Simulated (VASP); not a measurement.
# Ag: single point with PBE

Ag:

```xyz
1
Lattice="0.0000 1.9434 1.9434 1.9434 0.0000 1.9434 1.9434 1.9434 0.0000" Properties=species:S:1:pos:R:3 pbc="T T T"
Ag    0.0000    0.0000    0.0000
```

| Item | Value |
| --- | --- |
| Program | VASP 6.6.1 |
| Task | single point |
| Functional | PBE |
| Potentials or basis | VASP PAW PBE potentials, release 64 (Ag) |
| Cutoff | 520 eV |
| k mesh | 17 × 17 × 17 |
| Occupations | fermi-dirac, width 0.08 eV |
| Spin | no spin polarisation |
| Dipole correction | no |
| Further INCAR settings | ALGO = Normal; EDIFF = 1e-07; NBANDS = 12 |

```yaml
Pressure: 30.6 GPa
```

Levels at points of the mesh, in eV from the Fermi level:
```csv
k point,band 2,band 3,band 4,band 5,band 6,band 7,band 8,band 9,band 10,band 11
"(0.00, 0.00, 0.00)",-5.58,-5.58,-5.58,-4.23,-4.23,16.11,20.58,20.58,20.58,25.81
```

It took 9.1 s on 1 thread of Intel(R) Xeon(R) 6975P-C (Granite Rapids) (shared host), peak memory 0.14 GiB.
